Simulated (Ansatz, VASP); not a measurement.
# Pb: VASP beside Ansatz

The input INCAR:

```
PREC = Accurate
ENCUT = 500
EDIFF = 1E-6
ISMEAR = -1
SIGMA = 0.05
LREAL = False
LASPH = True
NELM = 120
ALGO = Normal
ISIF = 2
LWAVE = False
LCHARG = False
GGA = PE
NBANDS = 13
GGA_COMPAT = False
```

The input KPOINTS:

```
Automatic mesh
0
Gamma
  14 14 14
```

The input POSCAR:

```
Pb
1.0
    0.0000000000      2.5202669202      2.5202669202
    2.5202669202      0.0000000000      2.5202669202
    2.5202669202      2.5202669202      0.0000000000
Pb
1
Direct
    0.0000000000      0.0000000000      0.0000000000
```

Input for Ansatz:

```yaml
crystal:
  lattice:
    - [0.0, 2.5202669202, 2.5202669202]
    - [2.5202669202, 0.0, 2.5202669202]
    - [2.5202669202, 2.5202669202, 0.0]
  atoms:
    - { symbol: Pb, position: [0.0, 0.0, 0.0] }
kpoints:
  mp_grid: { grid: [14, 14, 14] }
scf:
  occupations: { method: fermi_dirac, width: 0.05 }
hamiltonian:
  xc: pbe
  pseudopotentials: { kind: nc }
output:
  forces: true
  stress: true
  eigenvalues: true
```

Change from the starting cell: volume scaled by 1, norm-conserving files.

Alike in both runs: task single point; functional PBE; k mesh 14 × 14 × 14; occupations fermi-dirac, width 0.05 eV; no spin polarisation.

|  | VASP | Ansatz |
| --- | --- | --- |
| version | VASP 6.6.1 | Ansatz 0.2.0 |
| potentials or method | VASP PAW PBE potentials, release 64 (Pb_d) | norm-conserving pseudopotentials, scalar-relativistic |
| plane-wave cutoff (eV) | 500 | 850 |
| valence electrons in the cell | 14 | 14 |

|  | VASP | Ansatz | Ansatz less VASP |
| --- | --- | --- | --- |
| pressure (GPa) | 0.0 | 0.1 | +0.09 |

With one functional, cell and mesh, what is left measures potentials, basis and numerics.

Neither program's run includes spin-orbit coupling.
